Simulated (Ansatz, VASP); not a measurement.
**PbO: VASP beside Ansatz**

INCAR

```
SYSTEM = PbO
ALGO = Normal ; EDIFF = 1E-6
ENCUT = 520 ; ISIF = 2
ISMEAR = -1 ; LASPH = .True.
LCHARG = .False. ; LREAL = .False.
LWAVE = .False. ; NBANDS = 28
NELM = 100 ; PREC = Accurate
SIGMA = 0.03
```

KPOINTS

```
k-points
0
Gamma
  7 7 6
  0 0 0
```

The input POSCAR:

```
PbO
1.0
    3.9744000000      0.0397440000      0.0397440000
    0.0397440000      3.9744000000      0.0397440000
    0.0502200000      0.0502200000      5.0220000000
Pb O
2 2
Direct
    0.0000000000      0.5000000000      0.2351000000
    0.5000000000      0.0000000000      0.7649000000
    0.0000000000      0.0000000000      0.0000000000
    0.5000000000      0.5000000000      0.0000000000
```

Input for Ansatz:

```yaml
crystal:
  lattice:
    - [3.9744, 0.039744, 0.039744]
    - [0.039744, 3.9744, 0.039744]
    - [0.05022, 0.05022, 5.022]
  atoms:
    - { symbol: Pb, position: [0.0, 0.5, 0.2351] }
    - { symbol: Pb, position: [0.5, 0.0, 0.7649] }
    - { symbol: O, position: [0.0, 0.0, 0.0] }
    - { symbol: O, position: [0.5, 0.5, 0.0] }
kpoints:
  mp_grid: { grid: [7, 7, 6] }
  band_path:
    path:
      - [0.0, 0.0, 0.0]
      - [0.4903402537, -0.4903402537, 0.0]
      - [-0.4903402537, -0.5096597463, 0.0]
      - [-0.5, -0.5, 0.0]
      - [0.0, 0.0, 0.0]
      - [-0.5, -0.5, -0.5]
      - [-0.4826955513, -0.5173044487, -0.5]
      - [0.4826955513, -0.4826955513, -0.5]
      - [0.0, 0.0, -0.5]
    npoints: 5
scf:
  occupations: { method: fermi_dirac, width: 0.03 }
hamiltonian:
  xc: lda
  pseudopotentials: { kind: all_electron, lapw: { basis_error: 0.001 } }
output:
  forces: true
  stress: true
  eigenvalues: true
```

Change from the starting cell: equal xy, yz and zx shear strains of +2 %.

Alike in both runs: task single point; functional LDA; k mesh 7 × 7 × 6; occupations fermi-dirac, width 0.03 eV; no spin polarisation.

|  | VASP | Ansatz |
| --- | --- | --- |
| version | VASP 6.6.1 | Ansatz 0.2.0 |
| potentials or method | VASP PAW LDA potentials, release 64 (Pb_d, O), cutoff 520 eV | all-electron LAPW, scalar-relativistic |

Ansatz gave:

* gap on the k mesh at the Fermi level (eV): 1.42
* pressure (GPa): -1.7
* traceless stress, the component that is largest in VASP (GPa): -1.18
* rms of the force components (eV/Å): 0.101

Task: What did VASP give for the same quantities?

Result: gap on the k mesh at the Fermi level (eV): 1.40; pressure (GPa): -1.5; traceless stress, the component that is largest in VASP (GPa): -1.18; rms of the force components (eV/Å): 0.090.

LDA's correlation is that of Perdew and Zunger in VASP and of Perdew and Wang (1992) in Ansatz. Atom by atom the forces differ by 0.028 eV/Å (rms over components). Ansatz ran all-electron here, and VASP with PAW potentials.

Spin-orbit coupling is off throughout.
